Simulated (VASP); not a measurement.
# LiF (I4/mmm) in VASP: G0W0 quasiparticle levels with PBE

Aim: the G0W0 quasiparticle levels of LiF with PBE.

All numbers are computed with VASP 6.6.1; they aren't measurements. Logs are shortened: lines on timing, memory, paths and dates and some standing lists are left out, and cuts for length are marked.

## Step 1: The cell of the first run

Symmetry: I4/mmm, No. 139, tetragonal system. Conventional cell: a = 2.821 Å, b = 2.821 Å, c = 4.010 Å, α = 90.00°, β = 90.00°, γ = 90.00°. Li (site symmetry 4/mmm) has 6 F at 1.99 to 2.00 Å within 2.6 Å. Within 2.6 Å of F (site symmetry 4/mmm) lie 6 Li at 1.99 to 2.00 Å.

## Step 2: G0W0 quasiparticle levels, PBE

The input, POSCAR:

```
LiF
1.0
    0.0000000000      1.9948717406      1.9948717406
    2.0048460993      0.0000000000      1.9948717406
    2.0048460993      1.9948717406      0.0000000000
Li F
1 1
Direct
    0.0000000000      0.0000000000      0.0000000000
    0.5000000000      0.5000000000      0.5000000000
```

The input, INCAR.step1:

```
SYSTEM = LiF
PREC = Accurate
ENCUT = 500
EDIFF = 1E-8
ISMEAR = 0
SIGMA = 0.01
LREAL = .False.
LASPH = .True.
NELM = 60
ALGO = Normal
LWAVE = .True.
LCHARG = .False.
GGA = PE
```

The input, INCAR.step2:

```
SYSTEM = LiF
PREC = Accurate
ENCUT = 500
EDIFF = 1E-8
ISMEAR = 0
SIGMA = 0.01
LREAL = .False.
LASPH = .True.
NELM = 1
ALGO = Exact
LWAVE = .True.
LCHARG = .False.
GGA = PE
NBANDS = 70
LOPTICS = .True.
ISTART = 1
```

The input, INCAR.step3:

```
SYSTEM = LiF
PREC = Accurate
ENCUT = 500
EDIFF = 1E-8
ISMEAR = 0
SIGMA = 0.01
LREAL = .False.
LASPH = .True.
ALGO = EVGW0
LWAVE = .False.
LCHARG = .False.
GGA = PE
NELMGW = 1
NBANDS = 70
ENCUTGW = 150.0
NOMEGA = 96
PRECFOCK = Fast
ISTART = 1
NBANDSGW = 12
OMEGAMAX = 20
```

The input, KPOINTS:

```
regular mesh
0
Gamma
  6 6 6
  0 0 0
```

Potentials or basis: VASP PAW PBE potentials, release 64 (Li_GW, F_GW).

The run is started by

```
> cat potpaw_PBE.64/Li_GW/POTCAR potpaw_PBE.64/F_GW/POTCAR > POTCAR
> cp INCAR.step1 INCAR
> mpirun -np 1 vasp_std > vasp.out
> cp INCAR.step2 INCAR
> mpirun -np 1 vasp_std > vasp.out
> cp INCAR.step3 INCAR
> mpirun -np 1 vasp_std > vasp.out
```

OUTCAR:

```text
SYSTEM = LiF
   PREC = Accurate
   ENCUT = 500
   EDIFF = 1E-8
   ISMEAR = 0
   LREAL = .False.
   LASPH = .True.
   GGA = PE
   NELMGW = 1
   ENCUTGW = 150.0
   PRECFOCK = Fast
   ISTART = 1

 ion  position               nearest neighbor table
   1  0.000  0.000  0.000-   2 1.99   2 1.99   2 1.99   2 1.99   2 2.00   2 2.00
   2  0.500  0.500  0.500-   1 1.99   1 1.99   1 1.99   1 1.99   1 2.00   1 2.00

  LATTYP: Found a body centered tetragonal cell.
 ALAT       =     2.8211746708
 C/A-ratio  =     1.4212846302

  Lattice vectors:

 A1 = (   2.0048460993,   0.0000000000,   1.9948717406)
 A2 = (   2.0048460993,   0.0000000000,  -1.9948717406)
 A3 = (  -2.0048460993,   1.9948717406,   0.0000000000)

Analysis of symmetry for initial positions (statically):
=====================================================================
 Subroutine PRICEL returns:
 Original cell was already a primitive cell.

 Routine SETGRP: Setting up the symmetry group for a
 body centered tetragonal supercell.

 Subroutine GETGRP returns: Found 16 space group operations
 (whereof 16 operations were pure point group operations)
 out of a pool of 16 trial point group operations.

The static configuration has the point symmetry D_4h.

Analysis of symmetry for dynamics (positions and initial velocities):
=====================================================================
 Subroutine PRICEL returns:
 Original cell was already a primitive cell.

 Routine SETGRP: Setting up the symmetry group for a
 body centered tetragonal supercell.

 Subroutine GETGRP returns: Found 16 space group operations
 (whereof 16 operations were pure point group operations)
 out of a pool of 16 trial point group operations.

The dynamic configuration has the point symmetry D_4h.

 Subroutine INISYM returns: Found 16 space group operations
 (whereof 16 operations are pure point group operations),
 and found     1 'primitive' translations

----------------------------------------------------------------------------------------

[... 92 lines left out ...]
   EDIFF  = 0.1E-07   stopping-criterion for ELM
   LREAL  =      F    real-space projection
   EDIFFG = 0.1E-06   stopping-criterion for IOM
   NSW    =      0    number of steps for IOM
   IBRION =     -1    ionic relax: 0-MD 1-quasi-New 2-CG
   NFREE  =      0    steps in history (QN), initial steepest desc. (CG)
   ISIF   =      0    stress and relaxation
   ISYM   =      3    0-nonsym 1-usesym 2-fastsym
   POTIM  = 0.5000    time-step for ionic-motion
   TEBEG  =    0.0;   TEEND  =   0.0 temperature during run
   PSTRESS=    0.0 pullay stress
   NELECT =       8.0000    total number of electrons
   NUPDOWN=      -1.0000    fix difference up-down
   EMIN   =  10.00;   EMAX   =-10.00  energy-range for DOS
   EFERMI =   0.00;   METHOD = LEGACY
   ISMEAR =     0;   SIGMA  =   0.01  broadening in eV -4-tet -1-fermi 0-gaus
   EFERMI_NEDOS =   21; number of points for ismear=-14 and -15
   IALGO  =     38    algorithm
   IMIX   =      4    mixing-type and parameters
     AMIX     =   0.40;   BMIX     =  1.00
     AMIX_MAG =   1.60;   BMIX_MAG =  1.00
  volume/ion in A,a.u.               =       7.98        53.84
  Fermi-wavevector in a.u.,A,eV,Ry     =   1.300542  2.457669 23.013035  1.691410
  Thomas-Fermi vector in A             =   2.431734
   LORBIT       =      0    0 simple, 1 ext, 2 COOP (PROOUT), +10 PAW based schemes
   GGA     = PE    functional components
   LHFCALC =     T    Hartree Fock is set to
   PRECFOCK=fast      Normal, Fast or Accurate (Low or Medium for compatibility)
   ENCUT4O =  -1.0   cutoff for four orbital integrals eV
   NKREDX  =     1    reduce k-point grid by
   NKREDY  =     1    reduce k-point grid by
   NKREDZ  =     1    reduce k-point grid by
   AEXX    =    1.0000 exact exchange contribution
   HFSCREEN=    0.0000 screening length (either q_TF or 0.3 A-1)
   HFSCREENC=   0.0000 screening length for correlation (either q_TF or 0.3 A-1)
   ENCUTFOCK=  -1.0 apply spherical cutoff to Coloumb kernel
   IVDW    =     0    specifies the selected vdW correction
   LEPSILON=     F    determine dielectric tensor
   LRPA    =     F    only Hartree local field effects (RPA)
   LRPAFORCE           =     F    calculate RPA forces
   ENCUTGW             = 150.0    cutoff for response function in eV
   ENCUTGWSOFT         = 120.0    soft cutoff for Coulomb kernel in GW response function in eV
   ENCUTLF             =  -1.0    cutoff for local field effects
   NELMGW              =     1    number of iterations in solving QP/BSE equation
   NELMHF              =     1    number of iterations in the inner HF iteration
   NKREDLFX            =     1    NKREDLFY  =   1   NKREDLFZ  =   1
 non-spin polarized calculation
 Gauss-broadening in eV      SIGMA  =   0.01
  energy-cutoff  :      500.00
  volume of cell :       15.96
 maximum number of plane-waves:       419
 NGX is ok and might be reduce to    24
  NGX = 12; NGY = 12; NGZ = 12
   NGX = 11   NGY = 11   NGZ = 11
 maximum number of plane-waves:        72

 QP shifts <psi_nk| G(iteration)W_0 |psi_nk>: iteration 1
 for sc-GW calculations column KS-energies equals QP-energies in previous step
 and V_xc(KS)=  KS-energies - (<T + V_ion + V_H > + <T+V_H+V_ion>^1  + <V_x>^1)

 k-point   1 :       0.0000    0.0000    0.0000
  band No.  KS-energies  QP-energies   sigma(KS)   V_xc(KS)     V^pw_x(r,r')   Z            occupation Imag(sigma)

      1     -23.2060     -27.2813     -27.6227     -22.2979     -36.5065       0.7653       2.0000       0.9896
      2      -3.1172      -5.7456     -26.1320     -22.9187     -30.6999       0.8180       2.0000       0.0425
      3      -3.1172      -5.7456     -26.1320     -22.9187     -30.6999       0.8180       2.0000       0.0425
      4      -3.1051      -5.7374     -26.1367     -22.9277     -30.7029       0.8203       2.0000       0.0419
      5       6.1512       7.8450      -8.5692     -10.4806      -5.4989       0.8861       0.0000      -0.0471
      6      21.0653      23.6090      -5.4735      -8.4272      -1.5417       0.8612       0.0000      -0.0954
      7      21.1830      23.7446      -5.5351      -8.5127      -1.5969       0.8603       0.0000      -0.0956
      8      21.1830      23.7446      -5.5351      -8.5127      -1.5969       0.8603       0.0000      -0.0956
      9      21.4214      23.1561      -6.4841      -8.4777      -2.6609       0.8702       0.0000      -0.1128
     10      21.4647      23.1901      -6.4692      -8.4542      -2.6423       0.8692       0.0000      -0.1149
     11      21.4647      23.1901      -6.4692      -8.4542      -2.6423       0.8692       0.0000      -0.1149
     12      24.6403      25.5101      -5.6363      -6.6886      -1.0900       0.8266       0.0000      -0.4712
[... 356 lines left out ...]
      1     -22.5146     -26.4001     -28.5390     -23.1960     -37.3056       0.7272       2.0000       0.8298
      2      -5.4189      -8.4726     -23.2331     -19.4403     -27.6301       0.8051       2.0000       0.0495
      3      -4.8553      -7.7994     -23.7802     -20.1524     -28.1784       0.8116       2.0000       0.0469
      4      -3.7693      -6.5447     -25.3918     -21.9846     -29.9295       0.8146       2.0000       0.0446
      5      10.6073      12.7522      -8.8035     -11.2528      -5.6421       0.8757       0.0000      -0.0424
      6      12.4842      14.8573      -9.7610     -12.4994      -6.5206       0.8666       0.0000      -0.0463
      7      15.6350      17.9975      -6.7966      -9.5082      -3.2286       0.8713       0.0000      -0.0496
      8      16.3717      18.6285      -7.4217     -10.0289      -3.8350       0.8656       0.0000      -0.0484
      9      24.4072      26.2149      -6.4349      -8.5745      -2.2341       0.8449       0.0000      -0.2775
     10      25.2102      27.0608      -6.2841      -8.4774      -2.0191       0.8438       0.0000      -0.2712
     11      32.8471      35.9298      -8.0104     -11.3303      -3.5829       0.9285       0.0000      -0.9727
     12      33.8425      36.3703      -7.4409     -10.3004      -2.7995       0.8840       0.0000      -0.9796

 [... further k-points ...]
```

Run time: 1.8 min. Hardware: 1 thread of Intel Xeon 6975P-C (Granite Rapids), shared host; peak memory 0.33 GiB.

Results:

```
Quasiparticle gap                                   : 13.58 eV
Least direct quasiparticle gap                      : 13.58 eV
Band gap of the starting levels on the mesh         : 9.26 eV
Least direct gap of the starting levels on the mesh : 9.26 eV
```

Caveat: the k points lie up to 0.45 Å⁻¹ apart; bands, screening cutoff and mesh are small and nothing is extrapolated, so the quasiparticle values aren't converged.
